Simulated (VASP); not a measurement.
Here is a VASP 6.6.1 calculation.

Contents of INCAR:

```
SYSTEM = PtSe2
PREC     = Accurate       ! precision mode
ENCUT    = 520            ! plane-wave cutoff, eV
EDIFF    = 1E-6           ! SCF threshold, eV
ISMEAR   = 0              ! smearing method
SIGMA    = 0.15           ! smearing width, eV
LREAL    = .FALSE.        ! projectors in reciprocal space
LASPH    = .TRUE.         ! aspherical terms in the spheres
NELM     = 60             ! most SCF steps
ALGO     = Normal         ! electronic algorithm
ISIF     = 2              ! what is computed and relaxed
LWAVE    = .FALSE.        ! write WAVECAR
LCHARG   = .FALSE.        ! write CHGCAR
GGA      = PE             ! functional
IVDW     = 12             ! dispersion correction
NBANDS   = 18             ! bands
```

KPOINTS

```
regular mesh
0
G
  12 12 8
  0 0 0
```

File POSCAR:

```
PtSe2
1.0
    4.3372285822      0.0000000000      0.0000000000
   -2.1686142911      3.2662175080      0.0000000000
    0.0000000000      0.0000000000      4.8219239451
Pt Se
1 2
Direct
    0.0000000000      0.0000000000      0.0000000000
    0.3333333333      0.6666666667      0.2655211092
    0.6666666667      0.3333333333      0.7344788908
```

Potentials or basis: VASP PAW PBE potentials, release 64 (Pt, Se).

Command:

```console
$ cat potpaw_PBE.64/Pt/POTCAR potpaw_PBE.64/Se/POTCAR > POTCAR
$ mpirun -np 1 vasp_std > vasp.out
```

Task: Estimate the dispersion energy per atom.

Result: -0.425 eV.

Task: Estimate the band gap on the k mesh.

Result: Zero (band 11 reaches 5.48 eV, above the bottom of band 12 at 4.54 eV).

Task: What does it give for the pressure?

Result: -12.4 GPa.

Task: Predict the largest force.

Result: 0.829 eV/Å.

Stress tensor (GPa, compression positive):
```
-21.57   0.00   0.00
  0.00  -8.25   2.51
  0.00   2.51  -7.27
```

Caveat: the cell differs from its parent crystal (normal strain along x +0.1500, normal strain along y +0.0000); spin-orbit coupling is left out, which moves the levels of the heavy elements; pairwise dispersion overbinds metals, which lowers pressure and volume.
